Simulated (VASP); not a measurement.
# Ge in VASP: single point with PBE

Aim: the single point of Ge with PBE.

Program: VASP 6.6.1. These are calculated values, not measurements. Logs are shortened: lines on timing, memory, paths and dates and some standing lists are left out, and cuts for length are marked.

## Step 1: The cell of the first run

The cell holds a disordered packing, 14 atoms: a = 6.680 Å, b = 7.035 Å, c = 6.879 Å, α = 92.79°, β = 92.55°, γ = 89.61°.

## Step 2: Single point, PBE

Contents of INCAR:

```
SYSTEM = Ge
  ALGO = Fast
  EDIFF = 1E-6
  ENCUT = 520
  GGA = PE
  ISIF = 2
  ISMEAR = -1
  LASPH = .TRUE.
  LCHARG = .TRUE.
  LELF = .TRUE.
  LREAL = .FALSE.
  LVHAR = .TRUE.
  LWAVE = .FALSE.
  NBANDS = 111
  NELM = 100
  PREC = Accurate
  SIGMA = 0.1861
```

Contents of KPOINTS:

```
k-points
0
G
  4 3 4
  0 0 0
```

Contents of POSCAR:

```
Ge
1.0
    6.6784480000      0.0216250000     -0.1503050000
    0.0216250000      7.0326220000     -0.1691540000
   -0.1503050000     -0.1691540000      6.8752970000
Ge
14
Direct
    0.1781168744      0.8476163211      0.7476258584
    0.5146957691      0.2355530470      0.7935693069
    0.7732648192      0.8613477659      0.7699139544
    0.9319217878      0.1516266499      0.4514885984
    0.3534593038      0.0599581872      0.0853409347
    0.9148170851      0.1930919643      0.9182923138
    0.1151792092      0.4846297807      0.7198213045
    0.9393651739      0.5287325740      0.3299417167
    0.5377425767      0.5819101351      0.7267280001
    0.1533618307      0.3779942181      0.0737732622
    0.2780086847      0.0944605056      0.5289920512
    0.5282629507      0.8134533230      0.3589512359
    0.5388570301      0.3918719423      0.3943520461
    0.8634665059      0.8192412695      0.1366197272
```

Potentials or basis: VASP PAW PBE potentials, release 64 (Ge_d).

On the command line:

```
> cat potpaw_PBE.64/Ge_d/POTCAR > POTCAR
> mpirun -np 1 vasp_std > vasp.out
```

OUTCAR:

```text
SYSTEM = Ge
   EDIFF = 1E-6
   ENCUT = 520
   GGA = PE
   ISIF = 2
   ISMEAR = -1
   LASPH = .TRUE.
   LREAL = .FALSE.
   NELM = 100
   PREC = Accurate

 ion  position               nearest neighbor table
   1  0.178  0.848  0.748-  11 2.47   7 2.59   3 2.72   5 2.91
   2  0.515  0.236  0.794-   9 2.51  11 2.53   5 2.68   6 2.79
   3  0.773  0.861  0.770-   9 2.52  14 2.60   6 2.66   1 2.72
   4  0.932  0.152  0.451-  11 2.39   8 2.82
   5  0.353  0.060  0.085-  10 2.60   2 2.68  12 2.83   1 2.91
   6  0.915  0.193  0.918-  10 2.26   3 2.66   2 2.79   7 2.89
   7  0.115  0.485  0.720-  10 2.58   1 2.59   6 2.89   9 2.91   8 2.91
   8  0.939  0.529  0.330-  10 2.51  14 2.53   4 2.82  13 2.91   7 2.91
   9  0.538  0.582  0.727-   2 2.51   3 2.52  13 2.59   7 2.91
  10  0.153  0.378  0.074-   6 2.26   8 2.51   7 2.58   5 2.60
  11  0.278  0.094  0.529-   4 2.39   1 2.47   2 2.53  12 2.82
  12  0.528  0.813  0.359-  14 2.77  11 2.82   5 2.83
  13  0.539  0.392  0.394-   9 2.59   8 2.91
  14  0.863  0.819  0.137-   8 2.53   3 2.60  12 2.77

  LATTYP: Found a triclinic cell.
 ALAT       =     6.8790198071
 B/A-ratio  =     1.4245277269
 C/A-ratio  =     1.6782659546
 COS(alpha) =     0.0001629031
 COS(beta)  =     0.5404911698
 COS(gamma) =     0.7322622943

  Lattice vectors:

 A1 = (   0.1503050000,   0.1691540000,  -6.8752970000)
 A2 = (   6.8287530000,   0.1907790000,  -7.0256020000)
 A3 = (  -6.5497680000,  -6.8850930000,  -6.5558380000)

Analysis of symmetry for initial positions (statically):
=====================================================================
 Subroutine PRICEL returns:
 Original cell was already a primitive cell.

 Routine SETGRP: Setting up the symmetry group for a
 triclinic supercell.

 Subroutine GETGRP returns: Found  1 space group operations
 (whereof  1 operations were pure point group operations)
 out of a pool of  2 trial point group operations.

The static configuration has the point symmetry C_1 .

Analysis of symmetry for dynamics (positions and initial velocities):
=====================================================================
 Subroutine PRICEL returns:
 Original cell was already a primitive cell.

 Routine SETGRP: Setting up the symmetry group for a
 triclinic supercell.

 Subroutine GETGRP returns: Found  1 space group operations
 (whereof  1 operations were pure point group operations)
 out of a pool of  2 trial point group operations.

[... 138 lines left out ...]
   EFERMI =   0.00;   METHOD = LEGACY
   ISMEAR =    -1;   SIGMA  =   0.19  broadening in eV -4-tet -1-fermi 0-gaus
   EFERMI_NEDOS =   21; number of points for ismear=-14 and -15
   IALGO  =     68    algorithm
   IMIX   =      4    mixing-type and parameters
     AMIX     =   0.40;   BMIX     =  1.00
     AMIX_MAG =   1.60;   BMIX_MAG =  1.00
  volume/ion in A,a.u.               =      23.04       155.48
  Fermi-wavevector in a.u.,A,eV,Ry     =   1.386618  2.620327 26.160033  1.922708
  Thomas-Fermi vector in A             =   2.510916
   LORBIT       =      0    0 simple, 1 ext, 2 COOP (PROOUT), +10 PAW based schemes
   GGA     = PE    functional components
   LHFCALC =     F    Hartree Fock is set to
   AEXX    =    0.0000 exact exchange contribution
   IVDW    =     0    specifies the selected vdW correction
   LEPSILON=     F    determine dielectric tensor
   LRPA    =     F    only Hartree local field effects (RPA)
 non-spin polarized calculation
 RMM-DIIS sequential band-by-band and
  energy-cutoff  :      520.00
  volume of cell :      322.56
 maximum number of plane-waves:      8702
 NGX is ok and might be reduce to    50
   NGX = 25   NGY = 27   NGZ = 25

 number of electron     196.0000012 magnetization

 Free energy of the ion-electron system (eV)
  ---------------------------------------------------
  ext. energy  EPLUGINS =         0.00000000
  ---------------------------------------------------
  free energy    TOTEN  =       -56.79224949 eV

  energy without entropy =      -55.99141471  energy(sigma->0) =      -56.39183210

 E-fermi :   4.6911     XC(G=0): -10.0866

 val. band max:        4.6856635103   @ k =   0.2500  -0.3333   0.2500
 cond. band min:       4.7085517897   @ k =  -0.2500  -0.0000   0.2500
 fundamental gap:      0.0228882794
 Fermi energy:         4.6911327177

 k-point     1 :       0.0000    0.0000    0.0000
  band No.  band energies     occupation
      1     -20.2456      2.00000
      2     -20.1500      2.00000
      3     -20.1355      2.00000
      4     -20.1210      2.00000
      5     -20.1028      2.00000
      6     -20.0925      2.00000
[... 2701 lines left out ...]
    109       7.4039      0.00000
    110       7.5726      0.00000

 [... further k-points ...]

 [bands above 110 left out]

------------------------ aborting loop because EDIFF is reached ----------------------------------------

  FORCE on cell =-STRESS in cart. coord.  units (eV):
  Direction    XX          YY          ZZ          XY          YZ          ZX
  --------------------------------------------------------------------------------------
  -------------------------------------------------------------------------------------
  Total        2.8147018      2.8441310     -0.2189738      2.8711108      0.1571678      1.5017885
  in kB       13.9808145     14.1269915     -1.0876575     14.2610019      0.7806631      7.4594852
  external PRESSURE =       9.0067162 kB  Pullay stress =       0.0000000 kB

 VOLUME and BASIS-vectors are now :
 -----------------------------------------------------------------------------
  energy-cutoff  :      520.00
  volume of cell :      322.56
      direct lattice vectors                 reciprocal lattice vectors
     6.678448000  0.021625000 -0.150305000     0.149810122 -0.000382111  0.003265688
     0.021625000  7.032622000 -0.169154000    -0.000382111  0.142279647  0.003492175
    -0.150305000 -0.169154000  6.875297000     0.003265688  0.003492175  0.145605574

 POSITION                                       TOTAL-FORCE (eV/Angst)
 -----------------------------------------------------------------------------------
      1.09550      5.83835      4.97000        -0.098181     -0.173401      0.983198
      3.32319      1.53345      5.33882         0.589523     -0.264854      0.571987
      5.06711      5.94402      5.03146         0.311522      0.292876     -0.374157
      6.15921      1.01011      2.93840        -1.531002      0.053818     -0.358181
      2.34903      0.41487      0.52348        -0.090366     -0.427853     -0.104835
      5.97571      1.22239      6.14337        -2.031185     -1.495217     -1.226078
      0.67151      3.28895      4.84970         0.118109      0.034638     -0.642380
      6.23534      3.68288      2.03782        -0.337187     -0.360645      0.675330
      3.49464      3.98105      4.81721        -0.643741      0.128463     -0.093263
      1.02130      2.64913      0.42022         1.995641      1.332837      1.370867
      1.77920      0.58084      3.57921         1.481493     -0.161189     -0.778030
      3.49162      5.67142      2.25090         0.076571      0.017271     -0.037854
      3.54793      2.70083      2.56401         0.358653      0.238628     -0.546518
      5.76380      5.75698      0.67094        -0.199850      0.784626      0.559913
 -----------------------------------------------------------------------------------
    total drift:                               -0.000076     -0.000638     -0.002831

  FREE ENERGIE OF THE ION-ELECTRON SYSTEM (eV)
  ---------------------------------------------------
  free  energy   TOTEN  =       -56.7922494948 eV

  energy  without entropy=      -55.9914147090  energy(sigma->0) =      -56.39183210
```

Wall time 46 min (1 thread of Oxide Virtual Turin-like, shared host); peak memory 0.72 GiB.

Results:

```
Free energy            : -56.7922 eV
Pressure               : 0.9 GPa
Largest force          : 2.804 eV/Å
Band gap on the k mesh : zero (bands 98 and 99 overlap by 0.63 eV)
```

Forces in eV/Å, atoms in the order of the input:
```
Ge  -0.098 -0.173  0.983
Ge   0.590 -0.265  0.572
Ge   0.312  0.293 -0.374
Ge  -1.531  0.054 -0.358
Ge  -0.090 -0.428 -0.105
Ge  -2.031 -1.495 -1.226
Ge   0.118  0.035 -0.642
Ge  -0.337 -0.361  0.675
Ge  -0.644  0.128 -0.093
Ge   1.996  1.333  1.371
Ge   1.481 -0.161 -0.778
Ge   0.077  0.017 -0.038
Ge   0.359  0.239 -0.547
Ge  -0.200  0.785  0.560
```

Levels at points of the mesh, in eV from the Fermi level:
```csv
k point,band 96,band 97,band 98,band 99,band 100,band 101
"(0.00, 0.00, 0.00)",-0.64,-0.29,0.15,0.47,1.11,1.49
"(0.50, 0.00, 0.00)",-0.37,-0.13,-0.02,0.21,0.52,0.87
"(0.00, 0.00, 0.50)",-0.56,-0.45,0.10,0.22,0.45,0.79
"(0.50, 0.00, 0.50)",-0.87,-0.72,-0.62,-0.11,0.14,0.32
```

Caveat: the atoms stand as in a frame of molecular dynamics.

The gap in the log of VASP goes by the Fermi energy; the results here count the filled bands.